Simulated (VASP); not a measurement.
# Se (P-1) in VASP: single point with PBE

Aim: the single point of Se with PBE.

All numbers are computed with VASP 6.6.1; they aren't measurements. Logs are shortened: lines on timing, memory, paths and dates and some standing lists are left out, and cuts for length are marked.

## 1. The cell of the first run

The typed cell holds 6 atoms: a = 6.630 Å, b = 6.790 Å, c = 6.753 Å, α = 115.61°, β = 114.64°, γ = 115.72°.

## 2. Single point, PBE (equal xy, yz and zx shear strains of -2 %)

File INCAR:

```
SYSTEM = Se
  PREC = Accurate
  ENCUT = 520
  EDIFF = 1E-7
  ISMEAR = -1
  SIGMA = 0.01
  LREAL = .False.
  LASPH = .True.
  NELM = 100
  ALGO = Normal
  ISIF = 2
  LWAVE = .False.
  LCHARG = .False.
  GGA = PE
  NBANDS = 27
```

File KPOINTS:

```
regular mesh
0
Gamma
  6 6 6
  0 0 0
```

File POSCAR:

```
Se
1.0
    5.6334372939      3.2083535009      1.3867207334
   -5.7285624299      3.3219734981      1.5003407306
    0.0508352360     -6.5746168991      1.5419285360
Se
6
Direct
    0.2806600000      0.1625100000      0.9181800000
    0.9181800000      0.2806600000      0.1625100000
    0.1625100000      0.9181800000      0.2806600000
    0.7193400000      0.8374900000      0.0818200000
    0.0818200000      0.7193400000      0.8374900000
    0.8374900000      0.0818200000      0.7193400000
```

Potentials or basis: VASP PAW PBE potentials, release 64 (Se).

The run is started by

```bash
$ cat potpaw_PBE.64/Se/POTCAR > POTCAR
$ mpirun -np 1 vasp_std > vasp.out
```

OUTCAR:

```text
SYSTEM = Se
   PREC = Accurate
   ENCUT = 520
   EDIFF = 1E-7
   ISMEAR = -1
   LREAL = .False.
   LASPH = .True.
   NELM = 100
   ISIF = 2
   GGA = PE

 ion  position               nearest neighbor table
   1  0.281  0.163  0.918-   6 2.33   5 2.37
   2  0.918  0.281  0.163-   6 2.37   4 2.37
   3  0.163  0.918  0.281-   4 2.33   5 2.37
   4  0.719  0.837  0.082-   3 2.33   2 2.37
   5  0.082  0.719  0.837-   3 2.37   1 2.37
   6  0.837  0.082  0.719-   1 2.33   2 2.37

  LATTYP: Found a triclinic cell.
 ALAT       =     9.8780632456
 B/A-ratio  =     0.7315520961
 C/A-ratio  =     1.0094597851
 COS(alpha) =     0.0062941494
 COS(beta)  =     0.3446030653
 COS(gamma) =     0.9118256866

  Lattice vectors:

 A1 = (  -5.6399826299,   3.4105532983,  -7.3576392694)
 A2 = (  -5.6842725299,   3.3662633982,  -2.9286492694)
 A3 = (   5.7220170939,   3.2969333011,  -7.4712592666)

Analysis of symmetry for initial positions (statically):
=====================================================================
 Subroutine PRICEL returns:
 Original cell was already a primitive cell.

 Routine SETGRP: Setting up the symmetry group for a
 triclinic supercell.

 Subroutine GETGRP returns: Found  2 space group operations
 (whereof  2 operations were pure point group operations)
 out of a pool of  2 trial point group operations.

The static configuration has the point symmetry S_2 .

Analysis of symmetry for dynamics (positions and initial velocities):
=====================================================================
 Subroutine PRICEL returns:
 Original cell was already a primitive cell.

 Routine SETGRP: Setting up the symmetry group for a
 triclinic supercell.

 Subroutine GETGRP returns: Found  2 space group operations
 (whereof  2 operations were pure point group operations)
 out of a pool of  2 trial point group operations.

The dynamic configuration has the point symmetry S_2 .

 Subroutine INISYM returns: Found  2 space group operations
 (whereof  2 operations are pure point group operations),
 and found     1 'primitive' translations

----------------------------------------------------------------------------------------

                                     Primitive cell

  volume of cell :     165.0032

  direct lattice vectors                    reciprocal lattice vectors
     5.633437294  3.208353501  1.386720733     0.090824956  0.053994725  0.227233308
    -5.728562430  3.321973498  1.500340731    -0.085235963  0.052216332  0.225454915
     0.050835236 -6.574616899  1.541928536     0.001254363 -0.099367701  0.224803978

  length of vectors
     6.629641191  6.789915886  6.753200367     0.250598442  0.246620424  0.245789222

  position of ions in fractional coordinates (direct lattice)
     0.280660000  0.162510000  0.918180000
     0.918180000  0.280660000  0.162510000
     0.162510000  0.918180000  0.280660000
     0.719340000  0.837490000  0.081820000
     0.081820000  0.719340000  0.837490000
     0.837490000  0.081820000  0.719340000

  ion indices of the primitive-cell ions
   primitive index   ion index
                 1           1
                 2           2
                 3           3
                 4           4
                 5           5
                 6           6

----------------------------------------------------------------------------------------

 KPOINTS: regular mesh

Automatic generation of k-mesh.
 Grid dimensions read from file:
 generate k-points for:    6    6    6

 Generating k-lattice:

  Cartesian coordinates                     Fractional coordinates (reciprocal lattice)
     0.015137493  0.008999121  0.037872218     0.166666667  0.000000000  0.000000000
    -0.014205994  0.008702722  0.037575819    -0.000000000  0.166666667  0.000000000
     0.000209060 -0.016561283  0.037467330     0.000000000  0.000000000  0.166666667

  Length of vectors
     0.041766407  0.041103404  0.040964870

  Shift w.r.t. Gamma in fractional coordinates (k-lattice)
     0.000000000  0.000000000  0.000000000

 Subroutine IBZKPT returns following result:
 ===========================================

 Found    112 irreducible k-points:

 Following reciprocal coordinates:
            Coordinates               Weight
  0.000000  0.000000  0.000000      1.000000
  0.166667  0.000000 -0.000000      2.000000
  0.333333  0.000000  0.000000      2.000000
  0.500000  0.000000  0.000000      1.000000
 -0.000000  0.166667  0.000000      2.000000
  0.166667  0.166667  0.000000      2.000000
[... 16 lines left out ...]
  0.333333  0.000000  0.166667      2.000000
  0.500000  0.000000  0.166667      2.000000
 [... further k-points ...]
   k-points           NKPTS =    112   k-points in BZ     NKDIM =    112   number of bands    NBANDS=     27
   number of dos      NEDOS =    301   number of ions     NIONS =      6
   total plane-waves  NPLWV = 125000
   dimension x,y,z NGX =    50 NGY =   50 NGZ =   50
   dimension x,y,z NGXF=   100 NGYF=  100 NGZF=  100
   ions per type =               6
   NGX,Y,Z   is equivalent  to a cutoff of  12.54, 12.24, 12.31 a.u.
   NGXF,Y,Z  is equivalent  to a cutoff of  25.08, 24.48, 24.62 a.u.
 SYSTEM =  Se
   PREC   = accura    normal or accurate (medium, high low for compatibility)
   ISTART =      0    job   : 0-new  1-cont  2-samecut
   ICHARG =      2    charge: 1-file 2-atom 10-const
   ISPIN  =      1    spin polarized calculation?
   LNONCOLLINEAR =      F non collinear calculations
   LSORBIT =      F    spin-orbit coupling
   LASPH  =      T    aspherical Exc in radial PAW
   ENCUT  =  520.0 eV  38.22 Ry    6.18 a.u.  12.33 12.62 12.56*2*pi/ulx,y,z
   NELM   =    100;   NELMIN=  2; NELMDL= -5     # of ELM steps
   EDIFF  = 0.1E-06   stopping-criterion for ELM
   LREAL  =      F    real-space projection
   EDIFFG = 0.1E-05   stopping-criterion for IOM
   NSW    =      0    number of steps for IOM
   IBRION =     -1    ionic relax: 0-MD 1-quasi-New 2-CG
   NFREE  =      0    steps in history (QN), initial steepest desc. (CG)
   ISIF   =      2    stress and relaxation
   ISYM   =      2    0-nonsym 1-usesym 2-fastsym
   POTIM  = 0.5000    time-step for ionic-motion
   TEBEG  =    0.0;   TEEND  =   0.0 temperature during run
   PSTRESS=    0.0 pullay stress
   NELECT =      36.0000    total number of electrons
   NUPDOWN=      -1.0000    fix difference up-down
   EMIN   =  10.00;   EMAX   =-10.00  energy-range for DOS
   EFERMI =   0.00;   METHOD = LEGACY
   ISMEAR =    -1;   SIGMA  =   0.01  broadening in eV -4-tet -1-fermi 0-gaus
   EFERMI_NEDOS =   21; number of points for ismear=-14 and -15
   IALGO  =     38    algorithm
   IMIX   =      4    mixing-type and parameters
     AMIX     =   0.40;   BMIX     =  1.00
     AMIX_MAG =   1.60;   BMIX_MAG =  1.00
  volume/ion in A,a.u.               =      27.50       185.58
  Fermi-wavevector in a.u.,A,eV,Ry     =   0.985549  1.862417 13.215429  0.971307
  Thomas-Fermi vector in A             =   2.116864
   LORBIT       =      0    0 simple, 1 ext, 2 COOP (PROOUT), +10 PAW based schemes
   GGA     = PE    functional components
   LHFCALC =     F    Hartree Fock is set to
   AEXX    =    0.0000 exact exchange contribution
   IVDW    =     0    specifies the selected vdW correction
   LEPSILON=     F    determine dielectric tensor
   LRPA    =     F    only Hartree local field effects (RPA)
 non-spin polarized calculation
  energy-cutoff  :      520.00
  volume of cell :      165.00
 maximum number of plane-waves:      4473
 NGX is ok and might be reduce to    50
   NGX = 25   NGY = 25   NGZ = 25

 number of electron      36.0000000 magnetization

 Free energy of the ion-electron system (eV)
  ---------------------------------------------------
  ext. energy  EPLUGINS =         0.00000000
  ---------------------------------------------------
  free energy    TOTEN  =       -20.67561990 eV

  energy without entropy =      -20.67561990  energy(sigma->0) =      -20.67561990

 E-fermi :   2.6201     XC(G=0):  -8.7960

 val. band max:        2.3775332061   @ k =   0.5000   0.5000   0.5000
 cond. band min:       3.4761331892   @ k =   0.1667  -0.1667   0.1667
 fundamental gap:      1.0985999831
 Fermi energy:         2.6200532210

 k-point     1 :       0.0000    0.0000    0.0000
  band No.  band energies     occupation
      1     -13.4249      2.00000
      2     -11.8095      2.00000
      3     -11.5844      2.00000
      4      -9.5191      2.00000
      5      -9.3811      2.00000
      6      -7.7656      2.00000
[... 19 lines left out ...]
     26       8.8901      0.00000
     27       8.9468      0.00000

 k-point     2 :       0.1667    0.0000   -0.0000
  band No.  band energies     occupation
      1     -13.3477      2.00000
      2     -11.8265      2.00000
      3     -11.6341      2.00000
      4      -9.5041      2.00000
      5      -9.3125      2.00000
      6      -7.7869      2.00000
[... 19 lines left out ...]
     26       8.8933      0.00000
     27       9.1792      0.00000

 k-point     3 :       0.3333    0.0000    0.0000
  band No.  band energies     occupation
      1     -13.1727      2.00000
      2     -11.8787      2.00000
      3     -11.7258      2.00000
      4      -9.5105      2.00000
      5      -9.1281      2.00000
      6      -7.8786      2.00000
[... 19 lines left out ...]
     26       9.0945      0.00000
     27       9.5703      0.00000

 k-point     4 :       0.5000    0.0000    0.0000
  band No.  band energies     occupation
      1     -13.0702      2.00000
      2     -11.9233      2.00000
      3     -11.7635      2.00000
      4      -9.5168      2.00000
      5      -9.0241      2.00000
      6      -7.9506      2.00000
[... 19 lines left out ...]
     26       9.6182      0.00000
     27      10.3001      0.00000
[... 516 lines left out ...]
      4      -9.4273      2.00000
      5      -9.2400      2.00000
      6      -7.9298      2.00000
[... 19 lines left out ...]
     26       9.2617      0.00000
     27       9.6897      0.00000

 k-point    23 :       0.3333    0.0000    0.1667
  band No.  band energies     occupation
      1     -13.0769      2.00000
      2     -11.9355      2.00000
      3     -11.7421      2.00000
      4      -9.4405      2.00000
      5      -9.1106      2.00000
      6      -7.9458      2.00000
[... 19 lines left out ...]
     26       9.6822      0.00000
     27      10.2077      0.00000

 k-point    24 :       0.5000    0.0000    0.1667
  band No.  band energies     occupation
      1     -13.0787      2.00000
      2     -12.0080      2.00000
      3     -11.7816      2.00000
      4      -9.4575      2.00000
      5      -9.1418      2.00000
      6      -7.7910      2.00000
[... 19 lines left out ...]
     26       9.3718      0.00000
     27       9.6497      0.00000

 [... further k-points ...]

------------------------ aborting loop because EDIFF is reached ----------------------------------------

  FORCE on cell =-STRESS in cart. coord.  units (eV):
  Direction    XX          YY          ZZ          XY          YZ          ZX
  --------------------------------------------------------------------------------------
  -------------------------------------------------------------------------------------
  Total        3.8064559      2.4730405      2.6405587      0.7537337      0.3382060      0.9604227
  in kB       36.9605937     24.0131624     25.6397606      7.3187362      3.2839720      9.3256806
  external PRESSURE =      28.8711723 kB  Pullay stress =       0.0000000 kB

 VOLUME and BASIS-vectors are now :
 -----------------------------------------------------------------------------
  energy-cutoff  :      520.00
  volume of cell :      165.00
      direct lattice vectors                 reciprocal lattice vectors
     5.633437294  3.208353501  1.386720733     0.090824956  0.053994725  0.227233308
    -5.728562430  3.321973498  1.500340731    -0.085235963  0.052216332  0.225454915
     0.050835236 -6.574616899  1.541928536     0.001254363 -0.099367701  0.224803978

 POSITION                                       TOTAL-FORCE (eV/Angst)
 -----------------------------------------------------------------------------------
      0.69681     -4.59637      2.04879         0.526665      0.363379      0.369082
      3.57299      2.80975      1.94492        -0.266734     -0.044533      0.228628
     -4.33009      1.72633      2.03570         0.461632     -0.164187      0.355003
     -0.74110      4.55208      2.38020        -0.526665     -0.363379     -0.369082
     -3.61728     -2.85404      2.48407         0.266734      0.044533     -0.228628
      4.28580     -1.77062      2.39329        -0.461632      0.164187     -0.355003
 -----------------------------------------------------------------------------------
    total drift:                                0.000000     -0.000000     -0.000000

  FREE ENERGIE OF THE ION-ELECTRON SYSTEM (eV)
  ---------------------------------------------------
  free  energy   TOTEN  =       -20.6756199035 eV

  energy  without entropy=      -20.6756199035  energy(sigma->0) =      -20.67561990
```

It took 7.3 min on 1 thread of Intel Xeon 8259CL, shared host; peak memory 0.57 GiB.

Results:

```yaml
Free_energy: -20.6756 eV
Pressure: 2.9 GPa
Largest_force: 0.739 eV/Å
Band_gap_on_the_k_mesh: 1.10 eV (least direct gap 1.35 eV)
```

Forces on the atoms (eV/Å):
```
Se   0.527  0.363  0.369
Se  -0.267 -0.045  0.229
Se   0.462 -0.164  0.355
Se  -0.527 -0.363 -0.369
Se   0.267  0.045 -0.229
Se  -0.462  0.164 -0.355
```

Stress tensor (GPa, compression positive):
```
3.70 0.73 0.93
0.73 2.40 0.33
0.93 0.33 2.56
```

Caveat: the cell differs from its parent crystal (equal xy, yz and zx shear strains of -2 %); this functional lacks dispersion, which holds the molecules together, so the pressure and a relaxed volume are unreliable. A k mesh can miss the band edges.
